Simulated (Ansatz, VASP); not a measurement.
# KBr: VASP beside Ansatz

```
K Br
1.0
    -0.09884    3.24512    3.24512
     3.24512   -0.09884    3.24512
     3.24512    3.24512   -0.09884
K Br
1 1
Direct
  0.00000 0.00000 0.00000
  0.50000 0.50000 0.50000
```

Change from the starting cell: equal xy, yz and zx shear strains of -3 %, PAW files.

Alike in both runs: task electric field gradients; functional r2SCAN; k mesh 7 × 7 × 7; occupations fermi-dirac, width 0.02 eV; no spin polarisation.

```csv
,VASP,Ansatz
version,VASP 6.6.1,Ansatz 0.2.0
potentials or method,"VASP PAW PBE potentials, release 64 (K_sv, Br)","PAW with Ansatz's default frozen-core files, scalar-relativistic"
plane-wave cutoff (eV),520,500
valence electrons in the cell,16,16
```

```tsv
	VASP	Ansatz	Ansatz less VASP
gap on the k mesh at the Fermi level (eV)	5.02	5.02	-0.002
pressure (GPa)	0.1	0.1	0.00
traceless stress, the component that is largest in VASP (GPa)	0.14	0.14	+0.001
size of Vzz on the site where it differs most (V/Å²)	8.4	8.8	+0.43
```

VASP's potentials were made for PBE, not for r2SCAN. The functional is the same, so the differences come from potentials, cutoffs and numerics.
